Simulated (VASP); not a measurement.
Ga3B:

```
Ga B
1.0
     4.31057    0.00000    0.00000
     0.00000    4.31057    0.00000
     0.00000    0.00000    4.31057
Ga B
3 1
Direct
  0.50000 0.00000 0.00000
  0.00000 0.50000 0.00000
  0.00000 0.00000 0.50000
  0.00000 0.00000 0.00000
```

- Program: VASP 6.6.1
- Task: relaxation of cell and atoms
- Functional: PBE
- Potentials or basis: VASP PAW PBE potentials, release 64 (Ga_d, B)
- Cutoff: 600 eV
- k mesh: 12 × 12 × 12
- Occupations: gaussian, width 0.1 eV
- Spin: no spin polarisation

At the start: pressure 2.7 GPa; volume 20.02 Å³/atom.

Task: Where does the relaxation end?

Result: Over 3 steps the energy falls by 8.7 meV/atom and the volume is 21.11 Å³/atom (+5.4 %); space group Pm-3m (No. 221, to 0.05 Å).

Step by step:
| step | energy change (eV) | largest force (eV/Å) | pressure (GPa) | volume (Å³) |
| --- | --- | --- | --- | --- |
| 1 | 0.0000 | 0.0000 | 2.67 | 80.09 |
| 2 | -0.0344 | 0.0000 | 0.23 | 84.03 |
| 3 | -0.0348 | 0.0000 | 0.04 | 84.46 |

Final structure:
```yaml
crystal:
  lattice:
    - [4.38748, 0.00000, 0.00000]
    - [0.00000, 4.38748, 0.00000]
    - [0.00000, 0.00000, 4.38748]
  atoms:
    - { symbol: Ga, position: [0.50000, 0.00000, 0.00000] }
    - { symbol: Ga, position: [0.00000, 0.50000, 0.00000] }
    - { symbol: Ga, position: [0.00000, 0.00000, 0.50000] }
    - { symbol: B, position: [0.00000, 0.00000, 0.00000] }
```
